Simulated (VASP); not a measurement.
# O (Pm-3m) in VASP: single point with PBEsol+D4

Aim: the single point of O with PBEsol+D4.

Everything below comes from runs of VASP 6.6.1. Logs are shortened: lines on timing, memory, paths and dates and some standing lists are left out, and cuts for length are marked.

### 1 The cell of the first run

It takes space group Pm-3m (No. 221, cubic). The conventional cell has a = 4.260 Å, b = 4.260 Å, c = 4.260 Å, α = 90.00°, β = 90.00°, γ = 90.00°. Within 4.0 Å of O (site symmetry 4/mmm) lie 8 O at 3.01 Å.

### 2 Single point, PBEsol+D4

INCAR reads:

```
SYSTEM = O
PREC     = Accurate       ! precision mode
ENCUT    = 520            ! plane-wave cutoff, eV
EDIFF    = 1E-6           ! SCF threshold, eV
ISMEAR   = -1             ! smearing method
SIGMA    = 0.1            ! smearing width, eV
LREAL    = .FALSE.        ! projectors in reciprocal space
LASPH    = .TRUE.         ! aspherical terms in the spheres
NELM     = 80             ! most SCF steps
ALGO     = Normal         ! electronic algorithm
ISIF     = 2              ! what is computed and relaxed
LWAVE    = .FALSE.        ! write WAVECAR
LCHARG   = .FALSE.        ! write CHGCAR
GGA      = PS             ! functional
IVDW     = 13             ! dispersion correction
NBANDS   = 16             ! bands
```

KPOINTS reads:

```
regular mesh
0
G
  6 6 6
  0 0 0
```

POSCAR reads:

```
O
1.0
    4.2598220000      0.0000000000      0.0000000000
    0.0000000000      4.2598220000      0.0000000000
    0.0000000000      0.0000000000      4.2598220000
O
3
Direct
    0.5000000000      0.5000000000      0.0000000000
    0.5000000000      0.0000000000      0.5000000000
    0.0000000000      0.5000000000      0.5000000000
```

Potentials or basis: VASP PAW PBE potentials, release 64 (O).

Run with:

```bash
cat potpaw_PBE.64/O/POTCAR > POTCAR
mpirun -np 1 vasp_std > vasp.out
```

OUTCAR:

```text
SYSTEM = O
   PREC = Accurate
   ENCUT = 520
   EDIFF = 1E-6
   ISMEAR = -1
   LREAL = .FALSE.
   LASPH = .TRUE.
   NELM = 80
   ISIF = 2
   GGA = PS
   IVDW = 13

 ion  position               nearest neighbor table
   1  0.500  0.500  0.000-
   2  0.500  0.000  0.500-
   3  0.000  0.500  0.500-

  LATTYP: Found a simple cubic cell.
 ALAT       =     4.2598220000

  Lattice vectors:

 A1 = (   4.2598220000,   0.0000000000,   0.0000000000)
 A2 = (   0.0000000000,   4.2598220000,   0.0000000000)
 A3 = (   0.0000000000,   0.0000000000,   4.2598220000)

Analysis of symmetry for initial positions (statically):
=====================================================================
 Subroutine PRICEL returns:
 Original cell was already a primitive cell.

 Routine SETGRP: Setting up the symmetry group for a
 simple cubic supercell.

 Subroutine GETGRP returns: Found 48 space group operations
[... 9 lines left out ...]

 Routine SETGRP: Setting up the symmetry group for a
 simple cubic supercell.

 Subroutine GETGRP returns: Found 48 space group operations
[... 11 lines left out ...]
                                     Primitive cell

  volume of cell :      77.2991

  direct lattice vectors                    reciprocal lattice vectors
     4.259822000  0.000000000  0.000000000     0.234751593  0.000000000  0.000000000
     0.000000000  4.259822000  0.000000000     0.000000000  0.234751593  0.000000000
     0.000000000  0.000000000  4.259822000     0.000000000  0.000000000  0.234751593

  length of vectors
     4.259822000  4.259822000  4.259822000     0.234751593  0.234751593  0.234751593

  position of ions in fractional coordinates (direct lattice)
     0.500000000  0.500000000  0.000000000
     0.500000000  0.000000000  0.500000000
     0.000000000  0.500000000  0.500000000

  ion indices of the primitive-cell ions
   primitive index   ion index
                 1           1
                 2           2
                 3           3

----------------------------------------------------------------------------------------

 KPOINTS: regular mesh

Automatic generation of k-mesh.
 Grid dimensions read from file:
 generate k-points for:    6    6    6

 Generating k-lattice:

  Cartesian coordinates                     Fractional coordinates (reciprocal lattice)
     0.039125265  0.000000000  0.000000000     0.166666667  0.000000000  0.000000000
     0.000000000  0.039125265  0.000000000     0.000000000  0.166666667  0.000000000
     0.000000000  0.000000000  0.039125265     0.000000000  0.000000000  0.166666667

  Length of vectors
     0.039125265  0.039125265  0.039125265

  Shift w.r.t. Gamma in fractional coordinates (k-lattice)
     0.000000000  0.000000000  0.000000000

 Subroutine IBZKPT returns following result:
 ===========================================

 Found     20 irreducible k-points:

 Following reciprocal coordinates:
            Coordinates               Weight
  0.000000  0.000000  0.000000      1.000000
  0.166667  0.000000  0.000000      6.000000
  0.333333  0.000000  0.000000      6.000000
  0.500000  0.000000  0.000000      3.000000
  0.166667  0.166667  0.000000     12.000000
  0.333333  0.166667  0.000000     24.000000
[... 12 lines left out ...]
  0.500000  0.500000  0.333333      6.000000
  0.500000  0.500000  0.500000      1.000000
   k-points           NKPTS =     20   k-points in BZ     NKDIM =     20   number of bands    NBANDS=     16
   number of dos      NEDOS =    301   number of ions     NIONS =      3
   total plane-waves  NPLWV =  32768
   dimension x,y,z NGX =    32 NGY =   32 NGZ =   32
   dimension x,y,z NGXF=    64 NGYF=   64 NGZF=   64
   ions per type =               3
   NGX,Y,Z   is equivalent  to a cutoff of  12.49, 12.49, 12.49 a.u.
   NGXF,Y,Z  is equivalent  to a cutoff of  24.98, 24.98, 24.98 a.u.
 SYSTEM =  O
   PREC   = accura    normal or accurate (medium, high low for compatibility)
   ISTART =      0    job   : 0-new  1-cont  2-samecut
   ICHARG =      2    charge: 1-file 2-atom 10-const
   ISPIN  =      1    spin polarized calculation?
   LNONCOLLINEAR =      F non collinear calculations
   LSORBIT =      F    spin-orbit coupling
   LASPH  =      T    aspherical Exc in radial PAW
   ENCUT  =  520.0 eV  38.22 Ry    6.18 a.u.   7.92  7.92  7.92*2*pi/ulx,y,z
   NELM   =     80;   NELMIN=  2; NELMDL= -5     # of ELM steps
   EDIFF  = 0.1E-05   stopping-criterion for ELM
   LREAL  =      F    real-space projection
   EDIFFG = 0.1E-04   stopping-criterion for IOM
   NSW    =      0    number of steps for IOM
   IBRION =     -1    ionic relax: 0-MD 1-quasi-New 2-CG
   NFREE  =      0    steps in history (QN), initial steepest desc. (CG)
   ISIF   =      2    stress and relaxation
   ISYM   =      2    0-nonsym 1-usesym 2-fastsym
   POTIM  = 0.5000    time-step for ionic-motion
   TEBEG  =    0.0;   TEEND  =   0.0 temperature during run
   PSTRESS=    0.0 pullay stress
   NELECT =      18.0000    total number of electrons
   NUPDOWN=      -1.0000    fix difference up-down
   EMIN   =  10.00;   EMAX   =-10.00  energy-range for DOS
   EFERMI =   0.00;   METHOD = LEGACY
   ISMEAR =    -1;   SIGMA  =   0.10  broadening in eV -4-tet -1-fermi 0-gaus
   EFERMI_NEDOS =   21; number of points for ismear=-14 and -15
   IALGO  =     38    algorithm
   IMIX   =      4    mixing-type and parameters
     AMIX     =   0.40;   BMIX     =  1.00
     AMIX_MAG =   1.60;   BMIX_MAG =  1.00
  volume/ion in A,a.u.               =      25.77       173.88
  Fermi-wavevector in a.u.,A,eV,Ry     =   1.007181  1.903296 13.801936  1.014414
  Thomas-Fermi vector in A             =   2.139970
   LORBIT       =      0    0 simple, 1 ext, 2 COOP (PROOUT), +10 PAW based schemes
   GGA     = PS    functional components
   LHFCALC =     F    Hartree Fock is set to
   AEXX    =    0.0000 exact exchange contribution
   IVDW    =    13    specifies the selected vdW correction
   LEPSILON=     F    determine dielectric tensor
   LRPA    =     F    only Hartree local field effects (RPA)
 non-spin polarized calculation
  energy-cutoff  :      520.00
  volume of cell :       77.30
 maximum number of plane-waves:      2103
 NGX is ok and might be reduce to    32
   NGX = 15   NGY = 15   NGZ = 15

 number of electron      17.9999986 magnetization

 Free energy of the ion-electron system (eV)
  ---------------------------------------------------
  ext. energy  EPLUGINS =         0.00000000
  ---------------------------------------------------
  free energy    TOTEN  =        -3.40943518 eV

  energy without entropy =       -3.01266865  energy(sigma->0) =       -3.21105191

 E-fermi :  -6.1721     XC(G=0):  -6.4466

 val. band max:       -6.1864121022   @ k =   0.3333   0.3333   0.3333
 cond. band min:      -6.1612373012   @ k =   0.5000   0.3333   0.3333
 fundamental gap:      0.0251748010
 Fermi energy:        -6.1720762258

 k-point     1 :       0.0000    0.0000    0.0000
  band No.  band energies     occupation
      1     -21.7907      2.00000
      2     -21.1724      2.00000
      3     -21.1724      2.00000
      4      -7.2591      1.99996
      5      -7.2591      1.99996
      6      -7.2591      1.99996
[... 8 lines left out ...]
     15       9.3062      0.00000
     16       9.3062      0.00000

 k-point     2 :       0.1667    0.0000    0.0000
  band No.  band energies     occupation
      1     -21.7546      2.00000
      2     -21.2092      2.00000
      3     -21.1705      2.00000
      4      -7.2040      1.99993
      5      -7.2040      1.99993
      6      -7.2013      1.99993
[... 8 lines left out ...]
     15       8.5582      0.00000
     16       9.5591      0.00000

 k-point     3 :       0.3333    0.0000    0.0000
  band No.  band energies     occupation
      1     -21.6613      2.00000
      2     -21.3046      2.00000
      3     -21.1675      2.00000
      4      -7.0681      1.99974
      5      -7.0681      1.99974
      6      -7.0236      1.99960
[... 8 lines left out ...]
     15       8.6698      0.00000
     16      10.1413      0.00000

 k-point     4 :       0.5000    0.0000    0.0000
  band No.  band energies     occupation
      1     -21.5860      2.00000
      2     -21.3814      2.00000
      3     -21.1662      2.00000
      4      -6.9746      1.99935
      5      -6.9746      1.99935
      6      -6.7804      1.99545
[... 8 lines left out ...]
     15       8.9533      0.00000
     16      10.4887      0.00000

 k-point     5 :       0.1667    0.1667    0.0000
  band No.  band energies     occupation
      1     -21.7203      2.00000
      2     -21.2234      2.00000
      3     -21.1896      2.00000
      4      -7.2749      1.99997
      5      -7.1485      1.99989
      6      -7.0362      1.99965
[... 8 lines left out ...]
     15       8.2147      0.00000
     16       9.1671      0.00000

 k-point     6 :       0.3333    0.1667    0.0000
  band No.  band energies     occupation
      1     -21.6308      2.00000
      2     -21.3055      2.00000
      3     -21.1942      2.00000
      4      -7.2208      1.99994
      5      -7.0102      1.99954
      6      -6.8472      1.99766
[... 8 lines left out ...]
     15       8.3295      0.00000
     16       9.3102      0.00000

 k-point     7 :       0.5000    0.1667    0.0000
  band No.  band energies     occupation
      1     -21.5571      2.00000
      2     -21.3789      2.00000
      3     -21.1935      2.00000
      4      -7.0968      1.99981
      5      -6.9305      1.99898
      6      -6.9126      1.99878
[... 8 lines left out ...]
     15       8.8682      0.00000
     16       9.0728      0.00000

 k-point     8 :       0.3333    0.3333    0.0000
  band No.  band energies     occupation
      1     -21.5508      2.00000
      2     -21.3229      2.00000
      3     -21.2508      2.00000
      4      -7.2910      1.99997
      5      -6.9725      1.99933
      6      -6.8605      1.99795
[... 8 lines left out ...]
     15       7.2068      0.00000
     16       8.8679      0.00000

 k-point     9 :       0.5000    0.3333    0.0000
  band No.  band energies     occupation
      1     -21.4789      2.00000
      2     -21.3742      2.00000
      3     -21.2688      2.00000
      4      -7.2516      1.99996
      5      -7.1520      1.99989
      6      -6.7419      1.99332
[... 8 lines left out ...]
     15       7.6482      0.00000
     16       8.3373      0.00000
[... 96 lines left out ...]
 k-point    15 :       0.5000    0.3333    0.1667
  band No.  band energies     occupation
      1     -21.4627      2.00000
      2     -21.3719      2.00000
      3     -21.2807      2.00000
      4      -7.4643      2.00000
      5      -7.1448      1.99988
      6      -6.8427      1.99756
[... 8 lines left out ...]
     15       7.7963      0.00000
     16       8.5183      0.00000

 k-point    16 :       0.5000    0.5000    0.1667
  band No.  band energies     occupation
      1     -21.3714      2.00000
      2     -21.3694      2.00000
      3     -21.3694      2.00000
      4      -7.5292      2.00000
      5      -7.2318      1.99995
      6      -6.8444      1.99760
[... 8 lines left out ...]
     15       7.0583      0.00000
     16       7.8522      0.00000

 k-point    17 :       0.3333    0.3333    0.3333
  band No.  band energies     occupation
      1     -21.4741      2.00000
      2     -21.3168      2.00000
      3     -21.3168      2.00000
      4      -7.6467      2.00000
      5      -7.0430      1.99967
      6      -7.0081      1.99953
[... 8 lines left out ...]
     15       8.0262      0.00000
     16       8.0262      0.00000

 k-point    18 :       0.5000    0.3333    0.3333
  band No.  band energies     occupation
      1     -21.4199      2.00000
      2     -21.3671      2.00000
      3     -21.3146      2.00000
      4      -7.7173      2.00000
      5      -7.1473      1.99988
      6      -7.0840      1.99978
[... 8 lines left out ...]
     15       8.0245      0.00000
     16       8.5688      0.00000

 k-point    19 :       0.5000    0.5000    0.3333
  band No.  band energies     occupation
      1     -21.3655      2.00000
      2     -21.3648      2.00000
      3     -21.3648      2.00000
      4      -7.8134      2.00000
      5      -7.2130      1.99994
      6      -7.1065      1.99983
[... 8 lines left out ...]
     15       7.6958      0.00000
     16       8.3511      0.00000

 k-point    20 :       0.5000    0.5000    0.5000
  band No.  band energies     occupation
      1     -21.3620      2.00000
      2     -21.3620      2.00000
      3     -21.3620      2.00000
      4      -7.9245      2.00000
      5      -7.2035      1.99993
      6      -7.2035      1.99993
[... 8 lines left out ...]
     15       8.3888      0.00000
     16       8.3888      0.00000

------------------------ aborting loop because EDIFF is reached ----------------------------------------

  DFT-D4 for vdW energy calculation

  Edisp (eV):   -0.05891

  FORCE on cell =-STRESS in cart. coord.  units (eV):
  Direction    XX          YY          ZZ          XY          YZ          ZX
  --------------------------------------------------------------------------------------
  -------------------------------------------------------------------------------------
  Total      -4.73708    -4.73708    -4.73708     0.00000     0.00000     0.00000
  in kB     -98.18539   -98.18539   -98.18539     0.00000     0.00000     0.00000
  external pressure =      -98.19 kB  Pullay stress =        0.00 kB

 VOLUME and BASIS-vectors are now :
 -----------------------------------------------------------------------------
  energy-cutoff  :      520.00
  volume of cell :       77.30
      direct lattice vectors                 reciprocal lattice vectors
     4.259822000  0.000000000  0.000000000     0.234751593  0.000000000  0.000000000
     0.000000000  4.259822000  0.000000000     0.000000000  0.234751593  0.000000000
     0.000000000  0.000000000  4.259822000     0.000000000  0.000000000  0.234751593

 POSITION                                       TOTAL-FORCE (eV/Angst)
 -----------------------------------------------------------------------------------
      2.12991      2.12991      0.00000         0.000000      0.000000      0.000000
      2.12991      0.00000      2.12991         0.000000      0.000000      0.000000
      0.00000      2.12991      2.12991         0.000000      0.000000      0.000000
 -----------------------------------------------------------------------------------
    total drift:                                0.000000     -0.000000     -0.000000

  FREE ENERGIE OF THE ION-ELECTRON SYSTEM (eV)
  ---------------------------------------------------
  free  energy   TOTEN  =        -3.4683427492 eV

  energy  without entropy=       -3.0715762206  energy(sigma->0) =       -3.26995948
```

It took 26 s on 1 thread of AMD EPYC 7R43 (Zen 3), shared host; peak memory 0.13 GiB.

What came out:

```yaml
Free_energy: -3.4683 eV
Pressure: -9.8 GPa
Band_gap_on_the_k_mesh: zero (band 9 reaches -5.91 eV, above the bottom of band 10 at -6.43 eV)
Dispersion_energy_per_atom: -0.020 eV
```

Caveat: the PAW data sets were made with another functional, which shifts forces and pressure a little; pairwise dispersion overbinds metals, which lowers pressure and volume.
